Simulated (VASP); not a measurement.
# TmB3Au (P6_3/mmc) in VASP: further runs, part 2 of 2

VASP 6.6.1.

**3. Single point, PBE**

INCAR

```
PREC = Accurate
ENCUT = 500
EDIFF = 1E-6
ISMEAR = 0
SIGMA = 0.1
LREAL = F
LASPH = T
NELM = 200
ALGO = Normal
ISIF = 2
LWAVE = F
LCHARG = F
GGA = PE
NBANDS = 40
GGA_COMPAT = F
LMAXMIX = 6
```

KPOINTS

```
regular mesh
0
Gamma
  6 6 6
```

POSCAR

```
TmB3Au
1.0
    5.0706466155      0.0000000000      0.0000000000
   -2.5353233077      4.3913087826      0.0000000000
    0.0000000000      0.0000000000      5.4311464451
Tm B Au
2 6 2
Direct
    0.3333333333      0.6666666667      0.7500000000
    0.6666666667      0.3333333333      0.2500000000
    0.2237067775      0.7762932225      0.2500000000
    0.4474135551      0.2237067775      0.7500000000
    0.2237067775      0.4474135551      0.2500000000
    0.7762932225      0.2237067775      0.7500000000
    0.5525864449      0.7762932225      0.2500000000
    0.7762932225      0.5525864449      0.7500000000
    0.0000000000      0.0000000000      0.0000000000
    0.0000000000      0.0000000000      0.5000000000
```

Potentials or basis: VASP PAW PBE potentials, release 64 (Tm_3, B, Au), 4f in core.

The run is started by

```
$ cat potpaw_PBE.64/Tm_3/POTCAR potpaw_PBE.64/B/POTCAR potpaw_PBE.64/Au/POTCAR > POTCAR
$ mpirun -np 1 vasp_std > vasp.out
```

OUTCAR:

```text
PREC = Accurate
   ENCUT = 500
   EDIFF = 1E-6
   ISMEAR = 0
   LREAL = F
   LASPH = T
   NELM = 200
   ISIF = 2
   GGA = PE

 ion  position               nearest neighbor table
   1  0.333  0.667  0.750-   4 2.58   8 2.58   6 2.58   6 2.58   4 2.58   8 2.58   5 2.88   5 2.88
                             3 2.88   3 2.88   7 2.88   7 2.88  10 3.23   9 3.23   9 3.23  10 3.23
   2  0.667  0.333  0.250-   7 2.58   5 2.58   3 2.58   3 2.58   7 2.58   5 2.58   8 2.88   8 2.88
                             6 2.88   6 2.88   4 2.88   4 2.88  10 3.23   9 3.23   9 3.23  10 3.23
   3  0.224  0.776  0.250-   5 1.67   7 1.67   9 2.39  10 2.39   2 2.58   2 2.58   1 2.88   1 2.88

   4  0.447  0.224  0.750-   8 1.67   6 1.67   9 2.39  10 2.39   1 2.58   1 2.58   2 2.88   2 2.88

   5  0.224  0.447  0.250-   3 1.67   7 1.67   9 2.39  10 2.39   2 2.58   2 2.58   1 2.88   1 2.88

   6  0.776  0.224  0.750-   8 1.67   4 1.67   9 2.39  10 2.39   1 2.58   1 2.58   2 2.88   2 2.88

   7  0.553  0.776  0.250-   5 1.67   3 1.67   9 2.39  10 2.39   2 2.58   2 2.58   1 2.88   1 2.88

   8  0.776  0.553  0.750-   6 1.67   4 1.67   9 2.39  10 2.39   1 2.58   1 2.58   2 2.88   2 2.88

   9  0.000  0.000  0.000-   3 2.39   6 2.39   5 2.39   8 2.39   7 2.39   4 2.39  10 2.72  10 2.72
                             1 3.23   2 3.23   1 3.23   2 3.23   2 3.23   1 3.23
  10  0.000  0.000  0.500-   3 2.39   6 2.39   5 2.39   8 2.39   7 2.39   4 2.39   9 2.72   9 2.72
                             1 3.23   2 3.23   1 3.23   2 3.23   2 3.23   1 3.23

  LATTYP: Found a hexagonal cell.
 ALAT       =     5.0706466155
 C/A-ratio  =     1.0710954355

  Lattice vectors:

 A1 = (   5.0706466155,   0.0000000000,   0.0000000000)
 A2 = (  -2.5353233077,   4.3913087826,   0.0000000000)
 A3 = (   0.0000000000,   0.0000000000,   5.4311464451)

Analysis of symmetry for initial positions (statically):
=====================================================================
 Subroutine PRICEL returns:
 Original cell was already a primitive cell.

 Routine SETGRP: Setting up the symmetry group for a
 hexagonal supercell.

 Subroutine GETGRP returns: Found 24 space group operations
 (whereof 12 operations were pure point group operations)
 out of a pool of 24 trial point group operations.

The static configuration has the point symmetry D_3d.
 The point group associated with its full space group is D_6h.

Analysis of symmetry for dynamics (positions and initial velocities):
=====================================================================
 Subroutine PRICEL returns:
 Original cell was already a primitive cell.

 Routine SETGRP: Setting up the symmetry group for a
 hexagonal supercell.

 Subroutine GETGRP returns: Found 24 space group operations
 (whereof 12 operations were pure point group operations)
 out of a pool of 24 trial point group operations.

The dynamic configuration has the point symmetry D_3d.
 The point group associated with its full space group is D_6h.

 Subroutine INISYM returns: Found 24 space group operations
 (whereof 12 operations are pure point group operations),
 and found     1 'primitive' translations

----------------------------------------------------------------------------------------

                                     Primitive cell

[... 89 lines left out ...]
   number of dos      NEDOS =    301   number of ions     NIONS =     10
   total plane-waves  NPLWV =  64000
   dimension x,y,z NGX =    40 NGY =   40 NGZ =   40
   dimension x,y,z NGXF=    80 NGYF=   80 NGZF=   80
   ions per type =               2   6   2
   NGX,Y,Z   is equivalent  to a cutoff of  13.11, 13.11, 12.24 a.u.
   NGXF,Y,Z  is equivalent  to a cutoff of  26.23, 26.23, 24.49 a.u.
 SYSTEM =  unknown system
   PREC   = accura    normal or accurate (medium, high low for compatibility)
   ISTART =      0    job   : 0-new  1-cont  2-samecut
   ICHARG =      2    charge: 1-file 2-atom 10-const
   ISPIN  =      1    spin polarized calculation?
   LNONCOLLINEAR =      F non collinear calculations
   LSORBIT =      F    spin-orbit coupling
   LASPH  =      T    aspherical Exc in radial PAW
   ENCUT  =  500.0 eV  36.75 Ry    6.06 a.u.   9.24  9.24  9.90*2*pi/ulx,y,z
   NELM   =    200;   NELMIN=  2; NELMDL= -5     # of ELM steps
   EDIFF  = 0.1E-05   stopping-criterion for ELM
   LREAL  =      F    real-space projection
   EDIFFG = 0.1E-04   stopping-criterion for IOM
   NSW    =      0    number of steps for IOM
   IBRION =     -1    ionic relax: 0-MD 1-quasi-New 2-CG
   NFREE  =      0    steps in history (QN), initial steepest desc. (CG)
   ISIF   =      2    stress and relaxation
   ISYM   =      2    0-nonsym 1-usesym 2-fastsym
   POTIM  = 0.5000    time-step for ionic-motion
   TEBEG  =    0.0;   TEEND  =   0.0 temperature during run
   PSTRESS=    0.0 pullay stress
   NELECT =      58.0000    total number of electrons
   NUPDOWN=      -1.0000    fix difference up-down
   EMIN   =  10.00;   EMAX   =-10.00  energy-range for DOS
   EFERMI =   0.00;   METHOD = LEGACY
   ISMEAR =     0;   SIGMA  =   0.10  broadening in eV -4-tet -1-fermi 0-gaus
   EFERMI_NEDOS =   21; number of points for ismear=-14 and -15
   IALGO  =     38    algorithm
   IMIX   =      4    mixing-type and parameters
     AMIX     =   0.40;   BMIX     =  1.00
     AMIX_MAG =   1.60;   BMIX_MAG =  1.00
  volume/ion in A,a.u.               =      12.09        81.61
  Fermi-wavevector in a.u.,A,eV,Ry     =   1.281449  2.421587 22.342273  1.642111
  Thomas-Fermi vector in A             =   2.413818
   LORBIT       =      0    0 simple, 1 ext, 2 COOP (PROOUT), +10 PAW based schemes
   GGA     = PE    functional components
   LHFCALC =     F    Hartree Fock is set to
   AEXX    =    0.0000 exact exchange contribution
   IVDW    =     0    specifies the selected vdW correction
   LEPSILON=     F    determine dielectric tensor
   LRPA    =     F    only Hartree local field effects (RPA)
 non-spin polarized calculation
 Gauss-broadening in eV      SIGMA  =   0.10
  energy-cutoff  :      500.00
  volume of cell :      120.93
 maximum number of plane-waves:      3092
 NGX is ok and might be reduce to    40
   NGX = 19   NGY = 19   NGZ = 19

 number of electron      58.0000004 magnetization

 Free energy of the ion-electron system (eV)
  ---------------------------------------------------
  ext. energy  EPLUGINS =         0.00000000
  ---------------------------------------------------
  free energy    TOTEN  =       -57.89125839 eV

  energy without entropy =      -57.87919401  energy(sigma->0) =      -57.88522620

 E-fermi :   6.5761     XC(G=0): -11.9151

 val. band max:        6.5542570572   @ k =   0.1667   0.1667   0.5000
 cond. band min:       6.5789506977   @ k =   0.1667   0.1667   0.3333
 fundamental gap:      0.0246936405
 Fermi energy:         6.5761137535

 k-point     1 :       0.0000    0.0000    0.0000
  band No.  band energies     occupation
      1     -18.0795      2.00000
      2     -17.9797      2.00000
      3     -17.9797      2.00000
      4     -17.9512      2.00000
      5     -17.9109      2.00000
      6     -17.9109      2.00000
[... 1021 lines left out ...]
     39      12.3181      0.00000
     40      12.3182      0.00000

 [... further k-points ...]

------------------------ aborting loop because EDIFF is reached ----------------------------------------

  FORCE on cell =-STRESS in cart. coord.  units (eV):
  Direction    XX          YY          ZZ          XY          YZ          ZX
  --------------------------------------------------------------------------------------
  -------------------------------------------------------------------------------------
  Total        0.5139043      0.5139043     -0.1649975      0.0000000      0.0000000      0.0000000
  in kB        6.8083838      6.8083838     -2.1859439      0.0000000      0.0000000      0.0000000
  external PRESSURE =       3.8102745 kB  Pullay stress =       0.0000000 kB

 VOLUME and BASIS-vectors are now :
 -----------------------------------------------------------------------------
  energy-cutoff  :      500.00
  volume of cell :      120.93
      direct lattice vectors                 reciprocal lattice vectors
     5.070646616  0.000000000  0.000000000     0.197213507  0.113861271  0.000000000
    -2.535323308  4.391308783  0.000000000     0.000000000  0.227722542  0.000000000
     0.000000000  0.000000000  5.431146445     0.000000000  0.000000000  0.184123188

 POSITION                                       TOTAL-FORCE (eV/Angst)
 -----------------------------------------------------------------------------------
     -0.00000      2.92754      4.07336        -0.000000      0.000000     -0.000000
      2.53532      1.46377      1.35779        -0.000000     -0.000000     -0.000000
     -0.83382      3.40894      1.35779        -0.014667      0.008468     -0.000000
      1.70151      0.98237      4.07336        -0.014667     -0.008468      0.000000
     -0.00000      1.96473      1.35779        -0.000000     -0.016936      0.000000
      3.36914      0.98237      4.07336         0.014667     -0.008468      0.000000
      0.83382      3.40894      1.35779         0.014667      0.008468     -0.000000
      2.53532      2.42658      4.07336         0.000000      0.016936     -0.000000
      0.00000      0.00000      0.00000        -0.000000      0.000000     -0.000000
      0.00000      0.00000      2.71557        -0.000000      0.000000     -0.000000
 -----------------------------------------------------------------------------------
    total drift:                                0.000000     -0.000000      0.000000

  FREE ENERGIE OF THE ION-ELECTRON SYSTEM (eV)
  ---------------------------------------------------
  free  energy   TOTEN  =       -57.8912583921 eV

  energy  without entropy=      -57.8791940102  energy(sigma->0) =      -57.88522620
```

Run time: 99 s. Hardware: 1 thread of Intel Xeon 6975P-C (Granite Rapids), shared host; peak memory 0.3 GiB.

What came out:

```yaml
Free_energy: -57.8913 eV
Pressure: 0.4 GPa
Largest_force: 0.017 eV/Å
Band_gap_on_the_k_mesh: zero (bands 29 and 30 overlap by 2.28 eV)
```

Forces in eV/Å, atoms in the order of the input:
```
Tm   0.000  0.000  0.000
Tm   0.000  0.000  0.000
B   -0.015  0.008  0.000
B   -0.015 -0.008  0.000
B    0.000 -0.017  0.000
B    0.015 -0.008  0.000
B    0.015  0.008  0.000
B    0.000  0.017  0.000
Au   0.000  0.000  0.000
Au   0.000  0.000  0.000
```

Caveat: spin-orbit coupling is left out, which moves the levels of the heavy elements; the 4f electrons are frozen in the core, so they carry no moment and show no levels. Spin polarisation is off, so any magnetic state and its effect on volume and gap are missing.

**4. Single point, PBE (12.46 Å³/atom)**

This run uses another cell than the first one, of 12.46 Å³/atom.

INCAR

```
PREC = Accurate
ENCUT = 500
EDIFF = 1E-6
ISMEAR = 0
SIGMA = 0.1
LREAL = False
LASPH = True
NELM = 200
ALGO = Normal
ISIF = 2
LWAVE = False
LCHARG = False
GGA = PE
NBANDS = 40
GGA_COMPAT = False
LMAXMIX = 6
```

KPOINTS

```
Automatic mesh
0
Gamma
  6 6 6
```

POSCAR

```
TmB3Au
1.0
    5.1136418087      0.0000000000      0.0000000000
   -2.5568209043      4.4285437122      0.0000000000
    0.0000000000      0.0000000000      5.5004069119
Tm B Au
2 6 2
Direct
    0.3333333333      0.6666666667      0.7500000000
    0.6666666667      0.3333333333      0.2500000000
    0.2241972637      0.7758027363      0.2500000000
    0.4483945274      0.2241972637      0.7500000000
    0.2241972637      0.4483945274      0.2500000000
    0.7758027363      0.2241972637      0.7500000000
    0.5516054726      0.7758027363      0.2500000000
    0.7758027363      0.5516054726      0.7500000000
    0.0000000000      0.0000000000      0.0000000000
    0.0000000000      0.0000000000      0.5000000000
```

The run is started by

```
$ cat potpaw_PBE.64/Tm_3/POTCAR potpaw_PBE.64/B/POTCAR potpaw_PBE.64/Au/POTCAR > POTCAR
$ mpirun -np 1 vasp_std > vasp.out
```

Wall time 90 s (1 thread of Intel Xeon 6975P-C (Granite Rapids), shared host); peak memory 0.33 GiB.

Results (log left out):

```yaml
Free_energy: -57.8478 eV
Pressure: -4.0 GPa
Largest_force: 0.016 eV/Å
Band_gap_on_the_k_mesh: zero (bands 29 and 30 overlap by 2.19 eV)
```

Forces on the atoms (eV/Å):
```
Tm   0.000  0.000  0.000
Tm   0.000  0.000  0.000
B   -0.014  0.008  0.000
B   -0.014 -0.008  0.000
B    0.000 -0.016  0.000
B    0.014 -0.008  0.000
B    0.014  0.008  0.000
B    0.000  0.016  0.000
Au   0.000  0.000  0.000
Au   0.000  0.000  0.000
```

Stress tensor (GPa, compression positive):
```
-3.77  0.00  0.00
 0.00 -3.77  0.00
 0.00  0.00 -4.59
```

Levels at points of the mesh, in eV from the Fermi level:
```csv
k point,band 25,band 26,band 27,band 28,band 29,band 30,band 31,band 32,band 33,band 34
"(0.00, 0.00, 0.00)",-1.93,-1.24,-1.24,-1.14,0.37,0.37,1.27,1.27,2.90,2.90
"(0.50, 0.00, 0.00)",-2.29,-1.82,-1.57,-1.48,-1.04,0.38,1.76,2.95,3.27,3.94
"(0.00, 0.00, 0.50)",-2.28,-2.28,-0.64,-0.64,-0.64,-0.64,3.45,3.45,3.45,3.45
"(0.50, 0.00, 0.50)",-2.37,-2.37,-0.60,-0.60,0.18,0.18,2.38,2.38,3.23,3.23
```

Caveat: the cell stands under tension; spin-orbit coupling is left out, which moves the levels of the heavy elements; the 4f electrons are frozen in the core, so they carry no moment and show no levels. Spin polarisation is off, so any magnetic state and its effect on volume and gap are missing.
